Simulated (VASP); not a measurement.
# Co (P6_3/mmc) in VASP: a series of runs, part 2 of 2

VASP 6.6.1.

### Step 5. Single point, PBE, collinear spin, ferromagnetic start

INCAR reads:

```
  PREC = Accurate
  ENCUT = 520
  EDIFF = 1E-6
  ISMEAR = -1
  SIGMA = 0.05
  LREAL = False
  LASPH = True
  NELM = 150
  ALGO = Normal
  ISIF = 2
  LWAVE = False
  LCHARG = False
  ISPIN = 2
  MAGMOM = 3 3
  LORBIT = 11
  LMAXMIX = 4
  GGA = PE
  NBANDS = 20
```

KPOINTS reads:

```
Automatic mesh
0
Gamma
  13 13 7
```

POSCAR reads:

```
Co
1.0
    2.5053999800      0.0000000000      0.0000000000
   -1.2526999900      2.1697400300      0.0000000000
    0.0000000000      0.0000000000      4.0893000000
Co
2
Direct
    0.3333333300      0.6666666700      0.2500000000
    0.6666666700      0.3333333300      0.7500000000
```

Potentials or basis: VASP PAW PBE potentials, release 64 (Co).

On the command line:

```
> cat potpaw_PBE.64/Co/POTCAR > POTCAR
> mpirun -np 1 vasp_std > vasp.out
```

OUTCAR:

```text
PREC = Accurate
   ENCUT = 520
   EDIFF = 1E-6
   ISMEAR = -1
   LREAL = False
   LASPH = True
   NELM = 150
   ISIF = 2
   ISPIN = 2
   LORBIT = 11
   GGA = PE

 ion  position               nearest neighbor table
   1  0.333  0.667  0.250-   2 2.50   2 2.50   2 2.50   2 2.50   2 2.50   2 2.50
   2  0.667  0.333  0.750-   1 2.50   1 2.50   1 2.50   1 2.50   1 2.50   1 2.50

  LATTYP: Found a hexagonal cell.
 ALAT       =     2.5053999800
 C/A-ratio  =     1.6321944730

  Lattice vectors:

 A1 = (   2.5053999800,   0.0000000000,   0.0000000000)
 A2 = (  -1.2526999900,   2.1697400300,   0.0000000000)
 A3 = (   0.0000000000,   0.0000000000,   4.0893000000)

Analysis of symmetry for initial positions (statically):
=====================================================================
 Subroutine PRICEL returns:
 Original cell was already a primitive cell.

 Routine SETGRP: Setting up the symmetry group for a
 hexagonal supercell.

 Subroutine GETGRP returns: Found 24 space group operations
 (whereof 12 operations were pure point group operations)
 out of a pool of 24 trial point group operations.

The static configuration has the point symmetry D_3d.
 The point group associated with its full space group is D_6h.

Analysis of symmetry for dynamics (positions and initial velocities):
=====================================================================
 Subroutine PRICEL returns:
 Original cell was already a primitive cell.

 Routine SETGRP: Setting up the symmetry group for a
 hexagonal supercell.

 Subroutine GETGRP returns: Found 24 space group operations
 (whereof 12 operations were pure point group operations)
 out of a pool of 24 trial point group operations.

The dynamic configuration has the point symmetry D_3d.
 The point group associated with its full space group is D_6h.

Analysis of structural, dynamic, and magnetic symmetry:
=====================================================================
[... 145 lines left out ...]
 maximum number of plane-waves:       615
 NGX is ok and might be reduce to    20
   NGX =  9   NGY =  9   NGZ = 15

 number of electron      18.0000005 magnetization       3.2377520

 Free energy of the ion-electron system (eV)
  ---------------------------------------------------
  ext. energy  EPLUGINS =         0.00000000
  ---------------------------------------------------
  free energy    TOTEN  =       -14.06922451 eV

  energy without entropy =      -14.05336427  energy(sigma->0) =      -14.06129439

 E-fermi :   9.9143     XC(G=0): -13.2629

 val. band max:        9.9080555882   @ k =   0.2308  -0.0000   0.1429
 cond. band min:       9.9149661436   @ k =   0.3077   0.2308   0.4286
 fundamental gap:      0.0069105554
 Fermi energy:         9.9142848414

 spin component 1

 k-point     1 :       0.0000    0.0000    0.0000
  band No.  band energies     occupation
      1       1.1553      1.00000
      2       4.8924      1.00000
      3       7.2953      1.00000
      4       7.3625      1.00000
      5       7.3625      1.00000
      6       7.6511      1.00000
[... 541 lines left out ...]
     19      36.2557      0.00000
     20      37.2575      0.00000

 [... further k-points ...]

 spin component 2

 k-point     1 :       0.0000    0.0000    0.0000
  band No.  band energies     occupation
      1       1.1385      1.00000
      2       5.8254      1.00000
      3       8.9214      1.00000
      4       9.0096      1.00000
      5       9.0096      1.00000
      6       9.3497      0.99999
[... 541 lines left out ...]
     19      36.3957      0.00000
     20      37.4872      0.00000

 [... further k-points ...]
[... 5 lines left out ...]
  --------------------------------------------------------------------------------------
  -------------------------------------------------------------------------------------
  Total       -0.6367472     -0.6367472     -0.9780600      0.0000000     -0.0000000      0.0000000
  in kB      -45.8927253    -45.8927253    -70.4924060      0.0000000     -0.0000000      0.0000000
  external PRESSURE =     -54.0926189 kB  Pullay stress =       0.0000000 kB

 VOLUME and BASIS-vectors are now :
 -----------------------------------------------------------------------------
  energy-cutoff  :      520.00
  volume of cell :       22.23
      direct lattice vectors                 reciprocal lattice vectors
     2.505399980  0.000000000  0.000000000     0.399137865  0.230442354  0.000000000
    -1.252699990  2.169740030  0.000000000     0.000000000  0.460884708  0.000000000
     0.000000000  0.000000000  4.089300000     0.000000000  0.000000000  0.244540630

 POSITION                                       TOTAL-FORCE (eV/Angst)
 -----------------------------------------------------------------------------------
     -0.00000      1.44649      1.02232        -0.000000     -0.000000      0.000000
      1.25270      0.72325      3.06697         0.000000      0.000000      0.000000
 -----------------------------------------------------------------------------------
    total drift:                               -0.000000      0.000000     -0.000000

  FREE ENERGIE OF THE ION-ELECTRON SYSTEM (eV)
  ---------------------------------------------------
  free  energy   TOTEN  =       -14.0692245117 eV

  energy  without entropy=      -14.0533642701  energy(sigma->0) =      -14.06129439

 total charge

# of ion       s       p       d       tot
------------------------------------------
    1        0.479   0.501   7.246   8.226
    2        0.479   0.501   7.246   8.226
--------------------------------------------------
tot          0.957   1.003  14.493  16.453

 magnetization (x)

# of ion       s       p       d       tot
------------------------------------------
    1       -0.015  -0.055   1.715   1.645
    2       -0.015  -0.055   1.715   1.645
--------------------------------------------------
tot         -0.030  -0.111   3.429   3.289
```

OSZICAR:

```text
N       E                     dE             d eps       ncg     rms          rms(c)
DAV:   1     0.859624478602E+02    0.85962E+02   -0.82369E+03  7044   0.121E+03
DAV:   2    -0.111484037037E+02   -0.97111E+02   -0.87430E+02  6800   0.216E+02
DAV:   3    -0.156196810074E+02   -0.44713E+01   -0.42912E+01  7692   0.563E+01
DAV:   4    -0.156874972481E+02   -0.67816E-01   -0.67768E-01  8192   0.610E+00
DAV:   5    -0.156893845056E+02   -0.18873E-02   -0.18872E-02  7816   0.959E-01    0.157E+01
DAV:   6    -0.144846460010E+02    0.12047E+01   -0.75713E+00  7636   0.556E+01    0.668E+00
DAV:   7    -0.141036253298E+02    0.38102E+00   -0.11914E+00  7692   0.204E+01    0.368E+00
DAV:   8    -0.140833305097E+02    0.20295E-01   -0.17508E-02  9160   0.152E+00    0.152E+00
DAV:   9    -0.140706088717E+02    0.12722E-01   -0.33321E-03 10520   0.935E-01    0.489E-01
DAV:  10    -0.140692204754E+02    0.13884E-02   -0.55383E-04  8688   0.273E-01    0.608E-02
DAV:  11    -0.140692302230E+02   -0.97477E-05   -0.50166E-05 10008   0.105E-01    0.272E-02
DAV:  12    -0.140692253472E+02    0.48759E-05   -0.65383E-06  7216   0.227E-02    0.166E-02
DAV:  13    -0.140692245117E+02    0.83541E-06   -0.10285E-06  5408   0.117E-02
   1 F= -.14069225E+02 E0= -.14061294E+02  d E =-.158602E-01  mag=     3.2374
```

Wall time 28 s (1 thread of Intel Xeon 6975P-C (Granite Rapids), shared host); peak memory 0.18 GiB.

What came out:

* Free energy: -14.0692 eV
* Pressure: -5.4 GPa
* Net moment: 3.24 μB per cell
* Site moments: Co +1.65 μB
* Valence electrons inside the program's atomic spheres: Co 8.23

Levels at points of the mesh, in eV from the Fermi level:
Spin up:
```tsv
k point	band 7	band 8	band 9	band 10	band 11	band 12	band 13	band 14	band 15	band 16
(0.00, 0.00, 0.00)	-2.26	-1.90	-1.90	-0.88	-0.88	-0.15	6.01	21.90	24.30	24.30
```
Spin down:
```
           k point  band 3  band 4  band 5  band 6  band 7  band 8  band 9  band 10  band 11  band 12
(0.00, 0.00, 0.00)   -0.99   -0.90   -0.90   -0.56   -0.56   -0.23   -0.11    -0.11     1.03     1.03
```

Caveat: the cell stands under tension.
